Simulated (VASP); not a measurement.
# TePb (Fm-3m) in VASP: single point with PBEsol

Aim: the single point of TePb with PBEsol.

Program: VASP 6.6.1. These are calculated values, not measurements. Logs are shortened: lines on timing, memory, paths and dates and some standing lists are left out, and cuts for length are marked.

### 1 The cell of the first run

Symmetry: Fm-3m, No. 225, cubic system. Conventional cell: a = 6.542 Å, b = 6.542 Å, c = 6.542 Å, α = 90.00°, β = 90.00°, γ = 90.00°. Te (site symmetry m-3m) has 6 Pb at 3.27 Å within 4.3 Å. Pb (site symmetry m-3m) has 6 Te at 3.27 Å within 4.3 Å.

### 2 Single point, PBEsol

The input, INCAR:

```
SYSTEM = TePb
ALGO     = Normal         ! electronic algorithm
EDIFF    = 1E-6           ! SCF threshold, eV
ENCUT    = 520            ! plane-wave cutoff, eV
GGA      = PS             ! functional
ISIF     = 2              ! what is computed and relaxed
ISMEAR   = 0              ! smearing method
LASPH    = .TRUE.         ! aspherical terms in the spheres
LCHARG   = .FALSE.        ! write CHGCAR
LREAL    = .FALSE.        ! projectors in reciprocal space
LWAVE    = .FALSE.        ! write WAVECAR
NBANDS   = 17             ! bands
NELM     = 60             ! most SCF steps
PREC     = Accurate       ! precision mode
SIGMA    = 0.1            ! smearing width, eV
```

The input, KPOINTS:

```
k-points
0
G
  6 6 6
  0 0 0
```

The input, POSCAR:

```
TePb
1.0
    0.0000000000      3.2708968051      3.2708968051
    3.2708968051      0.0000000000      3.2708968051
    3.2708968051      3.2708968051      0.0000000000
Te Pb
1 1
Direct
    0.0000000000      0.0000000000      0.0000000000
    0.5000000000      0.5000000000      0.5000000000
```

Potentials or basis: VASP PAW PBE potentials, release 64 (Te, Pb_d).

The run is started by

```bash
$ cat potpaw_PBE.64/Te/POTCAR potpaw_PBE.64/Pb_d/POTCAR > POTCAR
$ mpirun -np 1 vasp_std > vasp.out
```

OUTCAR:

```text
SYSTEM = TePb
   EDIFF = 1E-6
   ENCUT = 520
   GGA = PS
   ISIF = 2
   ISMEAR = 0
   LASPH = .TRUE.
   LREAL = .FALSE.
   NELM = 60
   PREC = Accurate

 ion  position               nearest neighbor table
   1  0.000  0.000  0.000-   2 3.27   2 3.27   2 3.27   2 3.27   2 3.27   2 3.27
   2  0.500  0.500  0.500-   1 3.27   1 3.27   1 3.27   1 3.27   1 3.27   1 3.27

  LATTYP: Found a face centered cubic cell.
 ALAT       =     6.5417936102

  Lattice vectors:

 A1 = (   0.0000000000,   3.2708968051,   3.2708968051)
 A2 = (   3.2708968051,   0.0000000000,   3.2708968051)
 A3 = (   3.2708968051,   3.2708968051,   0.0000000000)

Analysis of symmetry for initial positions (statically):
=====================================================================
 Subroutine PRICEL returns:
 Original cell was already a primitive cell.

 Routine SETGRP: Setting up the symmetry group for a
 face centered cubic supercell.

 Subroutine GETGRP returns: Found 48 space group operations
 (whereof 48 operations were pure point group operations)
 out of a pool of 48 trial point group operations.

The static configuration has the point symmetry O_h .

Analysis of symmetry for dynamics (positions and initial velocities):
=====================================================================
 Subroutine PRICEL returns:
 Original cell was already a primitive cell.

 Routine SETGRP: Setting up the symmetry group for a
 face centered cubic supercell.

 Subroutine GETGRP returns: Found 48 space group operations
 (whereof 48 operations were pure point group operations)
 out of a pool of 48 trial point group operations.

The dynamic configuration has the point symmetry O_h .

 Subroutine INISYM returns: Found 48 space group operations
 (whereof 48 operations are pure point group operations),
 and found     1 'primitive' translations

----------------------------------------------------------------------------------------

                                     Primitive cell

  volume of cell :      69.9891

  direct lattice vectors                    reciprocal lattice vectors
     0.000000000  3.270896805  3.270896805    -0.152863276  0.152863276  0.152863276
     3.270896805  0.000000000  3.270896805     0.152863276 -0.152863276  0.152863276
     3.270896805  3.270896805  0.000000000     0.152863276  0.152863276 -0.152863276

  length of vectors
     4.625746623  4.625746623  4.625746623     0.264766960  0.264766960  0.264766960

  position of ions in fractional coordinates (direct lattice)
     0.000000000  0.000000000  0.000000000
     0.500000000  0.500000000  0.500000000

  ion indices of the primitive-cell ions
   primitive index   ion index
                 1           1
                 2           2

----------------------------------------------------------------------------------------

 KPOINTS: k-points

Automatic generation of k-mesh.
 Grid dimensions read from file:
 generate k-points for:    6    6    6

 Generating k-lattice:

  Cartesian coordinates                     Fractional coordinates (reciprocal lattice)
    -0.025477213  0.025477213  0.025477213     0.166666667  0.000000000  0.000000000
     0.025477213 -0.025477213  0.025477213     0.000000000  0.166666667  0.000000000
     0.025477213  0.025477213 -0.025477213     0.000000000  0.000000000  0.166666667

  Length of vectors
     0.044127827  0.044127827  0.044127827

  Shift w.r.t. Gamma in fractional coordinates (k-lattice)
     0.000000000  0.000000000  0.000000000

 Subroutine IBZKPT returns following result:
 ===========================================

 Found     16 irreducible k-points:

 Following reciprocal coordinates:
            Coordinates               Weight
  0.000000  0.000000  0.000000      1.000000
  0.166667  0.000000  0.000000      8.000000
  0.333333  0.000000  0.000000      8.000000
  0.500000  0.000000  0.000000      4.000000
  0.166667  0.166667  0.000000      6.000000
  0.333333  0.166667  0.000000     24.000000
[... 8 lines left out ...]
 -0.333333  0.333333  0.166667     24.000000
 -0.333333  0.500000  0.166667     12.000000
   k-points           NKPTS =     16   k-points in BZ     NKDIM =     16   number of bands    NBANDS=     17
   number of dos      NEDOS =    301   number of ions     NIONS =      2
   total plane-waves  NPLWV =  46656
   dimension x,y,z NGX =    36 NGY =   36 NGZ =   36
   dimension x,y,z NGXF=    72 NGYF=   72 NGZF=   72
   ions per type =               1   1
   NGX,Y,Z   is equivalent  to a cutoff of  12.94, 12.94, 12.94 a.u.
   NGXF,Y,Z  is equivalent  to a cutoff of  25.88, 25.88, 25.88 a.u.
 SYSTEM =  TePb
   PREC   = accura    normal or accurate (medium, high low for compatibility)
   ISTART =      0    job   : 0-new  1-cont  2-samecut
   ICHARG =      2    charge: 1-file 2-atom 10-const
   ISPIN  =      1    spin polarized calculation?
   LNONCOLLINEAR =      F non collinear calculations
   LSORBIT =      F    spin-orbit coupling
   LASPH  =      T    aspherical Exc in radial PAW
   ENCUT  =  520.0 eV  38.22 Ry    6.18 a.u.   8.60  8.60  8.60*2*pi/ulx,y,z
   NELM   =     60;   NELMIN=  2; NELMDL= -5     # of ELM steps
   EDIFF  = 0.1E-05   stopping-criterion for ELM
   LREAL  =      F    real-space projection
   EDIFFG = 0.1E-04   stopping-criterion for IOM
   NSW    =      0    number of steps for IOM
   IBRION =     -1    ionic relax: 0-MD 1-quasi-New 2-CG
   NFREE  =      0    steps in history (QN), initial steepest desc. (CG)
   ISIF   =      2    stress and relaxation
   ISYM   =      2    0-nonsym 1-usesym 2-fastsym
   POTIM  = 0.5000    time-step for ionic-motion
   TEBEG  =    0.0;   TEEND  =   0.0 temperature during run
   PSTRESS=    0.0 pullay stress
   NELECT =      20.0000    total number of electrons
   NUPDOWN=      -1.0000    fix difference up-down
   EMIN   =  10.00;   EMAX   =-10.00  energy-range for DOS
   EFERMI =   0.00;   METHOD = LEGACY
   ISMEAR =     0;   SIGMA  =   0.10  broadening in eV -4-tet -1-fermi 0-gaus
   EFERMI_NEDOS =   21; number of points for ismear=-14 and -15
   IALGO  =     38    algorithm
   IMIX   =      4    mixing-type and parameters
     AMIX     =   0.40;   BMIX     =  1.00
     AMIX_MAG =   1.60;   BMIX_MAG =  1.00
  volume/ion in A,a.u.               =      34.99       236.15
  Fermi-wavevector in a.u.,A,eV,Ry     =   1.078304  2.037700 15.820039  1.162740
  Thomas-Fermi vector in A             =   2.214239
   LORBIT       =      0    0 simple, 1 ext, 2 COOP (PROOUT), +10 PAW based schemes
   GGA     = PS    functional components
   LHFCALC =     F    Hartree Fock is set to
   AEXX    =    0.0000 exact exchange contribution
   IVDW    =     0    specifies the selected vdW correction
   LEPSILON=     F    determine dielectric tensor
   LRPA    =     F    only Hartree local field effects (RPA)
 non-spin polarized calculation
 Gauss-broadening in eV      SIGMA  =   0.10
  energy-cutoff  :      520.00
  volume of cell :       69.99
 maximum number of plane-waves:      1896
 NGX is ok and might be reduce to    36
   NGX = 17   NGY = 17   NGZ = 17

 number of electron      20.0000001 magnetization

 Free energy of the ion-electron system (eV)
  ---------------------------------------------------
  ext. energy  EPLUGINS =         0.00000000
  ---------------------------------------------------
  free energy    TOTEN  =        -8.24173218 eV

  energy without entropy =       -8.24173218  energy(sigma->0) =       -8.24173218

 E-fermi :   5.3572     XC(G=0):  -9.3074

 val. band max:        4.9859388231   @ k =   0.5000   0.0000   0.0000
 cond. band min:       5.7283673785   @ k =   0.5000   0.0000   0.0000
 fundamental gap:      0.7424285554
 Fermi energy:         5.3572439557

 k-point     1 :       0.0000    0.0000    0.0000
  band No.  band energies     occupation
      1     -11.5789      2.00000
      2     -11.5789      2.00000
      3     -11.5708      2.00000
      4     -11.5708      2.00000
      5     -11.5708      2.00000
      6      -6.7411      2.00000
[... 9 lines left out ...]
     16      10.8333      0.00000
     17      12.3525      0.00000

 k-point     2 :       0.1667    0.0000    0.0000
  band No.  band energies     occupation
      1     -11.5817      2.00000
      2     -11.5817      2.00000
      3     -11.5701      2.00000
      4     -11.5674      2.00000
      5     -11.5674      2.00000
      6      -6.5166      2.00000
[... 9 lines left out ...]
     16      11.3282      0.00000
     17      13.8070      0.00000

 k-point     3 :       0.3333    0.0000    0.0000
  band No.  band energies     occupation
      1     -11.5881      2.00000
      2     -11.5881      2.00000
      3     -11.5690      2.00000
      4     -11.5595      2.00000
      5     -11.5595      2.00000
      6      -5.9077      2.00000
[... 9 lines left out ...]
     16      12.6621      0.00000
     17      15.7136      0.00000

 k-point     4 :       0.5000    0.0000    0.0000
  band No.  band energies     occupation
      1     -11.5915      2.00000
      2     -11.5915      2.00000
      3     -11.5685      2.00000
      4     -11.5555      2.00000
      5     -11.5555      2.00000
      6      -5.3964      2.00000
[... 9 lines left out ...]
     16      14.2426      0.00000
     17      14.2426      0.00000

 k-point     5 :       0.1667    0.1667    0.0000
  band No.  band energies     occupation
      1     -11.5885      2.00000
      2     -11.5764      2.00000
      3     -11.5729      2.00000
      4     -11.5654      2.00000
      5     -11.5654      2.00000
      6      -6.4433      2.00000
[... 9 lines left out ...]
     16      12.1260      0.00000
     17      12.8533      0.00000

 k-point     6 :       0.3333    0.1667    0.0000
  band No.  band energies     occupation
      1     -11.5977      2.00000
      2     -11.5790      2.00000
      3     -11.5722      2.00000
      4     -11.5605      2.00000
      5     -11.5581      2.00000
      6      -5.9671      2.00000
[... 9 lines left out ...]
     16      13.4394      0.00000
     17      14.5139      0.00000

 k-point     7 :       0.5000    0.1667    0.0000
  band No.  band energies     occupation
      1     -11.6004      2.00000
      2     -11.5854      2.00000
      3     -11.5677      2.00000
      4     -11.5583      2.00000
      5     -11.5541      2.00000
      6      -5.3590      2.00000
[... 9 lines left out ...]
     16      14.4036      0.00000
     17      14.8220      0.00000

 k-point     8 :      -0.3333    0.1667    0.0000
  band No.  band energies     occupation
      1     -11.5941      2.00000
      2     -11.5887      2.00000
      3     -11.5662      2.00000
      4     -11.5585      2.00000
      5     -11.5581      2.00000
      6      -5.5277      2.00000
[... 9 lines left out ...]
     16      13.7073      0.00000
     17      15.1244      0.00000
[... 43 lines left out ...]
      1     -11.6205      2.00000
      2     -11.5751      2.00000
      3     -11.5741      2.00000
      4     -11.5523      2.00000
      5     -11.5505      2.00000
      6      -5.2515      2.00000
[... 9 lines left out ...]
     16      15.0208      0.00000
     17      15.7727      0.00000

 k-point    12 :      -0.3333    0.3333    0.0000
  band No.  band energies     occupation
      1     -11.6098      2.00000
      2     -11.5819      2.00000
      3     -11.5667      2.00000
      4     -11.5579      2.00000
      5     -11.5534      2.00000
      6      -5.1327      2.00000
[... 9 lines left out ...]
     16      13.3762      0.00000
     17      15.2088      0.00000

 k-point    13 :       0.5000    0.5000    0.0000
  band No.  band energies     occupation
      1     -11.6312      2.00000
      2     -11.5794      2.00000
      3     -11.5691      2.00000
      4     -11.5480      2.00000
      5     -11.5480      2.00000
      6      -5.1809      2.00000
[... 9 lines left out ...]
     16      15.6314      0.00000
     17      15.8861      0.00000

 k-point    14 :       0.5000    0.3333    0.1667
  band No.  band energies     occupation
      1     -11.6067      2.00000
      2     -11.5802      2.00000
      3     -11.5706      2.00000
      4     -11.5572      2.00000
      5     -11.5542      2.00000
      6      -5.4769      2.00000
[... 9 lines left out ...]
     16      14.0252      0.00000
     17      14.4629      0.00000

 k-point    15 :      -0.3333    0.3333    0.1667
  band No.  band energies     occupation
      1     -11.6094      2.00000
      2     -11.5826      2.00000
      3     -11.5644      2.00000
      4     -11.5623      2.00000
      5     -11.5510      2.00000
      6      -5.1321      2.00000
[... 9 lines left out ...]
     16      15.2185      0.00000
     17      15.3321      0.00000

 k-point    16 :      -0.3333    0.5000    0.1667
  band No.  band energies     occupation
      1     -11.6203      2.00000
      2     -11.5765      2.00000
      3     -11.5719      2.00000
      4     -11.5562      2.00000
      5     -11.5480      2.00000
      6      -5.0750      2.00000
[... 9 lines left out ...]
     16      15.5615      0.00000
     17      16.3831      0.00000

------------------------ aborting loop because EDIFF is reached ----------------------------------------

  FORCE on cell =-STRESS in cart. coord.  units (eV):
  Direction    XX          YY          ZZ          XY          YZ          ZX
  --------------------------------------------------------------------------------------
  -------------------------------------------------------------------------------------
  Total       -0.8236957     -0.8236957     -0.8236957     -0.0000000     -0.0000000      0.0000000
  in kB      -18.8558812    -18.8558812    -18.8558812     -0.0000000     -0.0000000      0.0000000
  external PRESSURE =     -18.8558812 kB  Pullay stress =       0.0000000 kB

 VOLUME and BASIS-vectors are now :
 -----------------------------------------------------------------------------
  energy-cutoff  :      520.00
  volume of cell :       69.99
      direct lattice vectors                 reciprocal lattice vectors
     0.000000000  3.270896805  3.270896805    -0.152863276  0.152863276  0.152863276
     3.270896805  0.000000000  3.270896805     0.152863276 -0.152863276  0.152863276
     3.270896805  3.270896805  0.000000000     0.152863276  0.152863276 -0.152863276

 POSITION                                       TOTAL-FORCE (eV/Angst)
 -----------------------------------------------------------------------------------
      0.00000      0.00000      0.00000        -0.000000      0.000000     -0.000000
      3.27090      3.27090      3.27090         0.000000      0.000000      0.000000
 -----------------------------------------------------------------------------------
    total drift:                                0.000000      0.000000      0.000000

  FREE ENERGIE OF THE ION-ELECTRON SYSTEM (eV)
  ---------------------------------------------------
  free  energy   TOTEN  =        -8.2417321814 eV

  energy  without entropy=       -8.2417321792  energy(sigma->0) =       -8.24173218
```

Run time: 24 s. Hardware: 1 thread of Intel Xeon 6975P-C, shared host; peak memory 0.2 GiB.

What came out:

* Free energy: -8.2417 eV
* Pressure: -1.9 GPa
* Band gap on the k mesh: 0.74 eV, direct

Caveat: the PAW data sets were made with another functional, which shifts forces and pressure a little; spin-orbit coupling is left out, which moves the levels of the heavy elements. A k mesh can miss the band edges.
